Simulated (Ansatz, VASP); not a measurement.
**One calculation of ZnPtC6N6, two programs**

INCAR

```
PREC     = Accurate       # precision mode
ENCUT    = 520            # plane-wave cutoff, eV
EDIFF    = 1E-8           # SCF threshold, eV
ISMEAR   = -1             # smearing method
SIGMA    = 0.05           # smearing width, eV
LREAL    = False          # projectors in reciprocal space
LASPH    = True           # aspherical terms in the spheres
NELM     = 120            # most SCF steps
ALGO     = Normal         # electronic algorithm
ISIF     = 2              # what is computed and relaxed
LWAVE    = False          # write WAVECAR
LCHARG   = False          # write CHGCAR
GGA      = PE             # functional
LEFG     = True         
NBANDS   = 55             # bands
GGA_COMPAT= False
```

The input KPOINTS:

```
Automatic mesh
0
Gamma
  6 6 6
```

Contents of POSCAR:

```
ZnPtC6N6
1.0
    0.0000000000      5.2593000000      5.2593000000
    5.2593000000      0.0000000000      5.2593000000
    5.2593000000      5.2593000000      0.0000000000
Zn Pt C N
1 1 6 6
Direct
    0.5000000000      0.5000000000      0.5000000000
    0.0000000000      0.0000000000      0.0000000000
    0.1931000000      0.1931000000      0.8069000000
    0.8069000000      0.8069000000      0.1931000000
    0.8069000000      0.1931000000      0.1931000000
    0.1931000000      0.8069000000      0.8069000000
    0.1931000000      0.8069000000      0.1931000000
    0.8069000000      0.1931000000      0.8069000000
    0.2967000000      0.2967000000      0.7033000000
    0.7033000000      0.7033000000      0.2967000000
    0.7033000000      0.2967000000      0.2967000000
    0.2967000000      0.7033000000      0.7033000000
    0.2967000000      0.7033000000      0.2967000000
    0.7033000000      0.2967000000      0.7033000000
```

Input for Ansatz:

```yaml
crystal:
  lattice:
    - [0.0, 5.2593, 5.2593]
    - [5.2593, 0.0, 5.2593]
    - [5.2593, 5.2593, 0.0]
  atoms:
    - { symbol: Zn, position: [0.5, 0.5, 0.5] }
    - { symbol: Pt, position: [0.0, 0.0, 0.0] }
    - { symbol: C, position: [0.1931, 0.1931, 0.8069] }
    - { symbol: C, position: [0.8069, 0.8069, 0.1931] }
    - { symbol: C, position: [0.8069, 0.1931, 0.1931] }
    - { symbol: C, position: [0.1931, 0.8069, 0.8069] }
    - { symbol: C, position: [0.1931, 0.8069, 0.1931] }
    - { symbol: C, position: [0.8069, 0.1931, 0.8069] }
    - { symbol: "N", position: [0.2967, 0.2967, 0.7033] }
    - { symbol: "N", position: [0.7033, 0.7033, 0.2967] }
    - { symbol: "N", position: [0.7033, 0.2967, 0.2967] }
    - { symbol: "N", position: [0.2967, 0.7033, 0.7033] }
    - { symbol: "N", position: [0.2967, 0.7033, 0.2967] }
    - { symbol: "N", position: [0.7033, 0.2967, 0.7033] }
kpoints:
  mp_grid: { grid: [6, 6, 6] }
scf:
  occupations: { method: fermi_dirac, width: 0.05 }
hamiltonian:
  xc: pbe
  pseudopotentials: { kind: paw }
output:
  forces: true
  stress: true
  populations: true
  efg:
    quadrupole_moments_barn: { Zn: 0.122, "N": 0.02044 }
    contact_densities: true
```

Alike in both runs: task electric field gradients; functional PBE; k mesh 6 × 6 × 6; occupations fermi-dirac, width 0.05 eV; no spin polarisation.

```csv
,VASP,Ansatz
version,VASP 6.6.1,Ansatz 0.2.0
potentials or method,"VASP PAW PBE potentials, release 64 (Zn, Pt_sv_GW, C, N)","plane-wave PAW, scalar-relativistic"
plane-wave cutoff (eV),520,420
valence electrons in the cell,84,84
```

|  | VASP | Ansatz | Ansatz less VASP |
| --- | --- | --- | --- |
| gap on the k mesh at the Fermi level (eV) | 5.09 | 5.14 | +0.048 |
| rms of the force components (eV/Å) | 5.903 | 5.337 | -0.5659 |
| size of Vzz on the site where it differs most (V/Å²) | 87.5 | 71.0 | -16.45 |

Atom by atom the forces differ by 0.566 eV/Å (rms over components). The functional is the same, so the differences come from potentials, cutoffs and numerics.

Spin-orbit coupling is off throughout. Noted on VASP's run: the standard files for N, O and F lose accuracy on very short bonds.
